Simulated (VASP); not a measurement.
Here is a VASP 6.6.1 calculation.

The input INCAR:

```
SYSTEM = Ru
PREC = Accurate
ENCUT = 520
EDIFF = 1E-7
ISMEAR = -1
SIGMA = 0.05
LREAL = .False.
LASPH = .True.
NELM = 60
ALGO = Normal
ISIF = 2
LWAVE = .False.
LCHARG = .False.
GGA = PS
NBANDS = 21
```

File KPOINTS:

```
Automatic mesh
0
Gamma
  11 11 6
  0 0 0
```

Contents of POSCAR:

```
Ru
1.0
    2.6416031514      0.0000000000      0.0000000000
   -1.3208015757      2.2876954358      0.0000000000
    0.0000000000      0.0000000000      4.1891797391
Ru
2
Direct
    0.6666666667      0.3333333333      0.7500000000
    0.3333333333      0.6666666667      0.2500000000
```

Potentials or basis: VASP PAW PBE potentials, release 64 (Ru_pv).

Launch:

```sh
$ cat potpaw_PBE.64/Ru_pv/POTCAR > POTCAR
$ mpirun -np 1 vasp_std > vasp.out
```

Problem. What does it give for the band gap on the k mesh?

Solution. Zero (band 14 reaches 15.72 eV, above the bottom of band 15 at 12.29 eV).

Problem. Predict the pressure.

Solution. 20.1 GPa.

Caveat: the PAW data sets were made with another functional, which shifts forces and pressure a little.
